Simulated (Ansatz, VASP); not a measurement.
# Ca in VASP and in Ansatz

```
CELL_PARAMETERS angstrom
0.00000 2.76271 2.76271
2.76271 0.00000 2.76271
2.76271 2.76271 0.00000
ATOMIC_POSITIONS crystal
Ca 0.00000 0.00000 0.00000
```

Alike in both runs: task single point; functional PBE; k mesh 10 × 10 × 10; occupations fermi-dirac, width 0.6 eV; no spin polarisation.

```csv
,VASP,Ansatz
version,VASP 6.6.1,Ansatz 0.2.0
potentials or method,"VASP PAW PBE potentials, release 64 (Ca_sv), cutoff 520 eV","plane waves (420 eV) with PAW, scalar-relativistic"
valence electrons in the cell,10,10
```

|  | VASP | Ansatz | Ansatz less VASP |
| --- | --- | --- | --- |
| pressure (GPa) | 0.7 | 0.7 | -0.01 |

The functional is the same, so the differences come from potentials, cutoffs and numerics.
